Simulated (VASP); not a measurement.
A run of VASP 6.6.1 is set up as follows.

The input INCAR:

```
  PREC = Accurate
  ENCUT = 520
  EDIFF = 1E-6
  ISMEAR = -1
  SIGMA = 0.02
  LREAL = F
  LASPH = T
  NELM = 100
  ALGO = Normal
  ISIF = 2
  LWAVE = F
  LCHARG = T
  GGA = PE
  LELF = T
  LVHAR = T
  NBANDS = 24
```

KPOINTS

```
Automatic mesh
0
Gamma
  6 6 4
```

File POSCAR:

```
BaS
1.0
    5.3818560826      0.0000000000      0.0000000000
   -2.6909280413      4.6608240870      0.0000000000
    0.0000000000      0.0000000000      6.5665248728
Ba S
2 2
Direct
    0.3333333333      0.6666666667     -0.0625000000
    0.6666666667      0.3333333333      0.4375000000
    0.3333333333      0.6666666667      0.4375000000
    0.6666666667      0.3333333333      0.9375000000
```

Potentials or basis: VASP PAW PBE potentials, release 64 (Ba_sv, S).

Launch:

```console
$ cat potpaw_PBE.64/Ba_sv/POTCAR potpaw_PBE.64/S/POTCAR > POTCAR
$ mpirun -np 1 vasp_std > vasp.out
```

(1) Predict the pressure.

(2) Predict the band gap on the k mesh.

Results:

(1) -0.5 GPa.

(2) 2.54 eV, indirect (least direct gap 2.62 eV).

Caveat: the cell differs from its parent crystal (uniaxial z strain +2.9%); spin-orbit coupling is left out, which moves the levels of the heavy elements.
